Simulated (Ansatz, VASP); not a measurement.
## One calculation of InSb2, two programs

```
In Sb
1.0
     0.00000    0.00000    3.23631
     5.51560    0.00000    0.00000
     0.00000    9.55331    0.00000
In Sb
2 4
Direct
  0.00000 0.00000 0.00000
  0.00000 0.50000 0.50000
  0.50000 0.50000 0.16667
  0.50000 0.00000 0.66667
  0.50000 0.00000 0.33333
  0.50000 0.50000 0.83333
```

Alike in both runs: task single point; functional PBE; k mesh 6 × 4 × 2; occupations gaussian, width 0.2 eV; no spin polarisation.

|  | VASP | Ansatz |
| --- | --- | --- |
| version | VASP 6.6.1 | Ansatz 0.2.0 |
| potentials or method | VASP PAW PBE potentials, release 64 (In_d, Sb), cutoff 520 eV | scalar-relativistic, plane waves, PAW |
| valence electrons in the cell | 46 | 86 |

Ansatz gave:

```
gap on the k mesh at the Fermi level (eV)                     : none
pressure (GPa)                                                : 0.1
traceless stress, the component that is largest in VASP (GPa) : 0.92
rms of the force components (eV/Å)                            : 0.019
```

Task: Estimate VASP's values.

Result: gap on the k mesh at the Fermi level (eV): none; pressure (GPa): 0.0; traceless stress, the component that is largest in VASP (GPa): 0.92; rms of the force components (eV/Å): 0.019.

Atom by atom the forces differ by 0.000 eV/Å (rms over components). A gap of «none» marks a metal or a gap that the smearing closes. VASP's potentials hold 46 valence electrons a cell and Ansatz's 86, so a difference there can come from the potentials and not from the codes.

Neither program's run includes spin-orbit coupling.
